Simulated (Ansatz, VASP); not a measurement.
# W: VASP beside Ansatz

INCAR

```
PREC = Accurate ; ENCUT = 520
EDIFF = 1E-7 ; ISMEAR = 0
SIGMA = 0.15 ; LREAL = F
LASPH = T ; NELM = 80
ALGO = Fast ; ISIF = 2
LWAVE = F ; LCHARG = F
GGA = CA ; NBANDS = 21
```

The input KPOINTS:

```
Automatic mesh
0
Gamma
  16 16 12
```

The input POSCAR:

```
W
1.0
    0.0000000000     -1.9862702900     -1.9862702900
    0.0000000000      1.9862702900     -1.9862702900
    3.9725405800      0.0000000000      0.0000000000
W
2
Direct
    0.5406792572      0.4593207428      0.4931529963
   -0.0406792572      0.0406792572      0.0068470037
```

Input for Ansatz:

```yaml
crystal:
  lattice:
    - [0.0, -1.98627029, -1.98627029]
    - [0.0, 1.98627029, -1.98627029]
    - [3.97254058, 0.0, 0.0]
  atoms:
    - { symbol: W, position: [0.5406792572, 0.4593207428, 0.4931529963] }
    - { symbol: W, position: [-0.0406792572, 0.0406792572, 0.0068470037] }
basis:
  ecutwfc: 420
kpoints:
  mp_grid: { grid: [16, 16, 12] }
hamiltonian:
  xc: lda
scf:
  occupations: { method: gaussian, width: 0.15 }
output:
  forces: true
  stress: true
  eigenvalues: true
```

Change from the starting cell: mode 4 frozen in at -0.162 Å and mode 6 at -0.027 Å (largest displacements).

Alike in both runs: task single point; functional LDA; k mesh 16 × 16 × 12; occupations gaussian, width 0.15 eV; no spin polarisation.

|  | VASP | Ansatz |
| --- | --- | --- |
| version | VASP 6.6.1 | Ansatz 0.2.0 |
| potentials or method | VASP PAW LDA potentials, release 64 (W_sv), cutoff 520 eV | scalar-relativistic, plane waves, PAW |
| valence electrons in the cell | 28 | 28 |

|  | VASP | Ansatz | Ansatz less VASP |
| --- | --- | --- | --- |
| gap on the k mesh at the Fermi level (eV) | none | none | - |
| pressure (GPa) | 8.6 | 6.6 | -1.97 |
| traceless stress, the component that is largest in VASP (GPa) | -6.62 | -6.63 | -0.014 |
| rms of the force components (eV/Å) | 0.821 | 0.789 | -0.0315 |

LDA's correlation is that of Perdew and Zunger in VASP and of Perdew and Wang (1992) in Ansatz. Atom by atom the forces differ by 0.032 eV/Å (rms over components). A gap of «none» marks a metal or a gap that the smearing closes.

Spin-orbit coupling is off throughout.
